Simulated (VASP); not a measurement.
The system is AlInAsP3.

```
Al In P As
1.0
     5.84824    0.00000    0.00000
    -2.92412    5.06473    0.00000
     0.00000    0.00000    4.29990
Al In P As
1 1 3 1
Direct
  0.66667 0.33333 0.00000
  0.00000 0.00000 0.00000
  0.66505 0.83253 0.50000
  0.16747 0.83253 0.50000
  0.16747 0.33495 0.50000
  0.33333 0.66667 0.00000
```

The cell was built from a structure type or drawn by symmetry, and may not be a known phase.

* Program: VASP 6.6.1
* Task: relaxation of cell and atoms
* Functional: PBE
* Potentials or basis: VASP PAW PBE potentials, release 64 (Al, In_d, P, As)
* Cutoff: 500 eV
* k mesh: 3 × 3 × 4
* Occupations: gaussian, width 0.1 eV
* Spin: no spin polarisation

At the start: pressure 1.5 GPa; volume 21.23 Å³/atom.

Task: How do energy, volume and symmetry change on relaxing?

Result: Over 33 steps the energy falls by 312.2 meV/atom and the volume is 22.93 Å³/atom (+8.0 %); space group P-6m2 (No. 187, to 0.1 Å) before and after.

The path:
| step | energy change (eV) | largest force (eV/Å) | pressure (GPa) | volume (Å³) |
| --- | --- | --- | --- | --- |
| 1 | 0.0000 | 0.5455 | 1.54 | 127.36 |
| 2 | -0.0884 | 0.5935 | 0.02 | 131.14 |
| 3 | -0.1886 | 0.6444 | -3.18 | 141.62 |
| 4 | -0.2256 | 0.6194 | -3.11 | 141.92 |
| 5 | -0.3094 | 0.4925 | -2.75 | 142.75 |
| 6 | -0.2929 | 0.0605 | -1.08 | 144.18 |
| 7 | -0.3383 | 0.3500 | -2.20 | 143.36 |
| 8 | -0.3770 | 0.3778 | -1.56 | 141.07 |
| 9 | -0.4505 | 0.4923 | 0.60 | 134.33 |
| 10 | -0.3604 | 0.6193 | 6.64 | 121.39 |
| 11 | -0.4604 | 0.5518 | 1.70 | 131.37 |
| 12 | -0.4932 | 0.6428 | 1.93 | 130.55 |
| 13 | -0.6031 | 0.8444 | 2.74 | 128.05 |
| 14 | -0.8076 | 0.7356 | 4.77 | 122.94 |
| 15 | -0.4034 | 1.1261 | 15.83 | 112.36 |
| 16 | -0.7767 | 0.0649 | 6.87 | 118.96 |
| 17 | -0.8166 | 0.5467 | 5.36 | 121.43 |
| 18 | -0.9011 | 0.2869 | 4.66 | 122.58 |
| 19 | -0.9459 | 0.1455 | 4.82 | 123.95 |
| 20 | -1.2326 | 0.2994 | 5.38 | 126.57 |
| 21 | -1.5498 | 2.7344 | 6.29 | 131.37 |
| 22 | -1.5998 | 0.8055 | 5.42 | 129.58 |
| 23 | -1.6170 | 1.5253 | 5.67 | 130.32 |
| 24 | -1.7779 | 1.5023 | 2.77 | 136.42 |
| 25 | -1.7930 | 1.4597 | 1.69 | 139.32 |
| 26 | -1.8654 | 0.2211 | -0.06 | 140.61 |
| 27 | -1.8664 | 0.0691 | -0.28 | 140.79 |
| 28 | -1.8673 | 0.0671 | -0.25 | 140.53 |
| 29 | -1.8695 | 0.0606 | -0.14 | 139.73 |
| 30 | -1.8721 | 0.0489 | 0.08 | 138.15 |
| 31 | -1.8724 | 0.0447 | 0.19 | 137.42 |
| 32 | -1.8729 | 0.0531 | -0.06 | 137.60 |
| 33 | -1.8730 | 0.0383 | -0.02 | 137.57 |

Final structure:
```
CELL_PARAMETERS angstrom
5.54571 0.00000 0.00000
-2.77285 4.80272 0.00000
0.00000 0.00000 5.16515
ATOMIC_POSITIONS crystal
Al 0.66667 0.33333 0.00000
In 0.00000 0.00000 0.00000
P 0.59574 0.79787 0.50000
P 0.20213 0.79787 0.50000
P 0.20213 0.40426 0.50000
As 0.33333 0.66667 0.00000
```

Caveat: the k points lie up to 0.44 Å⁻¹ apart in the final cell, too coarse for converged energies and pressures of a metal; a cell axis changed by over 15 % at a fixed basis, so the end point is rough.
